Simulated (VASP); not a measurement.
Runs of VASP 6.6.1 on KF. The structure is that of space group Fm-3m (No. 225), or close to it. The cells are those of the table. 

| cell | gap on the mesh (eV) | pressure (GPa) |
| --- | --- | --- |
| a = 3.873 Å, angles 60.7°, 2 atoms | 5.71 | -1.2 |
| a = 3.853 Å, angles 61.4°, 2 atoms | (b) | -1.2 |
| a = 3.853 Å, angles 60.7°, 2 atoms | (a) | -0.9 |
| a = 3.954 Å, angles 59.3°, 2 atoms | 5.57 | -1.9 |
| a = 3.938 Å, angles 57.9°, 2 atoms | 5.76 | -0.9 |

Alike in all rows: task single point; level PBE; potentials or basis VASP PAW PBE potentials, release 64 (K_sv, F); no spin polarisation; k mesh 8 × 8 × 8; cutoff (eV) 520; smearing gaussian 0.05 eV.

Fill in the values left out.

(a) 5.78; (b) 5.69.

A k mesh can miss the band edges.
